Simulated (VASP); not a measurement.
# Re: electric field gradients with PBE

Crystal: Re.

```
Re
1.0
     2.60290    0.00000    0.00000
    -1.30145    2.25418    0.00000
     0.00000    0.00000    4.16200
Re
2
Direct
  0.33333 0.66667 0.25000
  0.66667 0.33333 0.75000
```

```yaml
Program: VASP 6.6.1
Task: electric field gradients
Functional: PBE
Potentials_or_basis: VASP PAW PBE potentials, release 64 (Re)
Cutoff: 520 eV
k_mesh: 18 × 18 × 10
Occupations: fermi-dirac, width 0.05 eV
Spin: no spin polarisation
Dipole_correction: no
Further_INCAR_settings: ALGO = Normal; EDIFF = 1e-08; NBANDS = 14
```

| Item | Value |
| --- | --- |
| Pressure | 116.9 GPa |
| Band gap on the k mesh | zero (band 7 reaches 12.62 eV, above the bottom of band 8 at 8.00 eV) |

Stress tensor (GPa, compression positive):
```
114.07   0.00   0.00
  0.00 114.07   0.00
  0.00   0.00 122.67
```

Levels at points of the mesh, in eV from the Fermi level:
```tsv
k point	band 3	band 4	band 5	band 6	band 7	band 8	band 9	band 10	band 11	band 12
(0.00, 0.00, 0.00)	-2.20	-2.20	-1.99	-1.03	-1.03	0.05	0.05	1.37	4.27	4.27
(0.50, 0.00, 0.00)	-6.74	-2.73	-1.70	-1.54	-0.60	5.11	5.87	5.88	7.94	9.01
(0.00, 0.00, 0.50)	-2.85	-2.85	-2.38	-2.38	-2.38	-2.38	3.32	3.32	3.32	3.32
(0.50, 0.00, 0.50)	-5.30	-5.30	0.36	0.36	1.48	1.48	5.56	5.56	6.22	6.22
```

Electric field gradients, principal values (V/Å²):
| atom | least | middle | greatest (by size) |
| --- | --- | --- | --- |
| 1 Re | 54.374 | 54.375 | -108.749 |
| 2 Re | 54.374 | 54.375 | -108.749 |

Run time: 54 s on 1 thread of Intel(R) Xeon(R) 6975P-C (Granite Rapids), with other jobs on the host, peak memory 0.18 GiB.

Caveat: without QUAD_EFG the Cq values of the log hold for a quadrupole moment of 1 mb, not for the nuclei; spin-orbit coupling is left out, which moves the levels of the heavy elements.
